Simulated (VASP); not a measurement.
Input of a VASP 6.6.1 run:

The input POSCAR:

```
ZnO
1.0
    3.3263805966      0.0000000000      0.0000000000
   -1.6631902983      2.8807300993      0.0000000000
    0.0000000000      0.0000000000      4.9296296981
Zn O
2 2
Direct
    0.3333333333      0.6666666667      0.0012360745
    0.6666666667      0.3333333333      0.5012360745
    0.3333333333      0.6666666667      0.3808639255
    0.6666666667      0.3333333333      0.8808639255
```

File INCAR.step1:

```
ALGO = Normal
EDIFF = 1E-4
ENCUT = 520
GGA = PE
ISMEAR = 0
LASPH = True
LCHARG = False
LREAL = False
LWAVE = True
NBANDS = 26
NELM = 60
PREC = Accurate
SIGMA = 0.05
```

File INCAR.step2:

```
ALGO = Normal
EDIFF = 1E-6
ENCUT = 520
ISIF = 2
ISMEAR = 0
ISTART = 1
LASPH = True
LCHARG = False
LMIXTAU = True
LREAL = False
LWAVE = False
METAGGA = R2SCAN
NBANDS = 26
NELM = 60
PREC = Accurate
SIGMA = 0.05
```

Contents of KPOINTS:

```
k-points
0
Gamma
  12 12 6
```

Potentials or basis: VASP PAW PBE potentials, release 64 (Zn, O).

Launch:

```bash
$ cat potpaw_PBE.64/Zn/POTCAR potpaw_PBE.64/O/POTCAR > POTCAR
$ cp INCAR.step1 INCAR
$ mpirun -np 1 vasp_std > vasp.out
$ cp INCAR.step2 INCAR
$ mpirun -np 1 vasp_std > vasp.out
```

(1) What does it give for the pressure?

(2) Predict the largest force.

(3) What does it give for the band gap on the k mesh?

Answers

(1) 2.7 GPa.

(2) 1.091 eV/Å.

(3) 1.25 eV, direct.

Caveat: the PAW data sets were made with another functional, which shifts forces and pressure a little.
